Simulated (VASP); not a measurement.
Crystal: Ga.

```
Ga
1.0
    -1.38440    1.38440    2.31122
     1.38440   -1.38440    2.31122
     1.38440    1.38440   -2.31122
Ga
1
Direct
  0.00000 0.00000 0.00000
```

Base run:

| Quantity | Value |
| --- | --- |
| Program | VASP 6.6.1 |
| Functional | RPBE |
| Potentials or basis | VASP PAW PBE potentials, release 64 (Ga_d) |
| Cutoff | 520 eV |
| k mesh | 13 × 13 × 13 |
| Occupations | fermi-dirac, width 0.05 eV |
| Spin | no spin polarisation |

Its results: band gap on the k mesh zero (an odd number of electrons rules out a gap without spin polarisation); pressure 5.7 GPa.

Task: After a change of settings the same cell gave: band gap on the k mesh zero (an odd number of electrons rules out a gap without spin polarisation); pressure -0.2 GPa. Which change was it?
A. functional from RPBE to revPBE; further incar settings from ALGO = Normal; EDIFF = 1e-07; NBANDS = 12 to ALGO = Fast; EDIFF = 1e-07; NBANDS = 12
B. functional from RPBE to PBEsol-based global hybrid with 25 % exact exchange; k mesh from 13 × 13 × 13 to 7 × 7 × 7
C. functional from RPBE to LDA; potentials or basis from VASP PAW PBE potentials, release 64 (Ga_d) to VASP PAW LDA potentials, release 64 (Ga_d)

Result: B.

Caveats: some runs use coarse meshes; the PAW data sets were made with another functional, which shifts forces and pressure a little; the cell stands under pressure (at least some runs).
